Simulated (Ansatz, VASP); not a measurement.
One calculation of RbBr, two programs

```
Rb Br
1.0
     4.92067    0.00000    0.00000
     0.00000    4.85672    0.00000
    -0.46254    0.00000    6.72988
Rb Br
2 2
Direct
  0.31591 0.25000 0.25266
  0.68409 0.75000 0.74734
  0.25218 0.25000 0.76746
  0.74782 0.75000 0.23254
```

Alike in both runs: task single point; functional PBE; k mesh 4 × 4 × 4; occupations gaussian, width 0.1 eV; no spin polarisation.

```csv
,VASP,Ansatz
version,VASP 6.6.1,Ansatz 0.2.0
potentials or method,"VASP PAW PBE potentials, release 64 (Rb_sv, Br), cutoff 520 eV","scalar-relativistic, plane waves, PAW"
valence electrons in the cell,32,32
```

VASP gave:

```
gap on the k mesh at the Fermi level (eV)                     : 4.31
least direct gap on the mesh (eV)                             : 4.31
pressure (GPa)                                                : 1.6
traceless stress, the component that is largest in VASP (GPa) : -0.50
rms of the force components (eV/Å)                            : 0.270
```

Q: Estimate Ansatz's values.

A: gap on the k mesh at the Fermi level (eV): 4.32; least direct gap on the mesh (eV): 4.32; pressure (GPa): 1.6; traceless stress, the component that is largest in VASP (GPa): -0.50; rms of the force components (eV/Å): 0.267.

Atom by atom the forces differ by 0.003 eV/Å (rms over components).
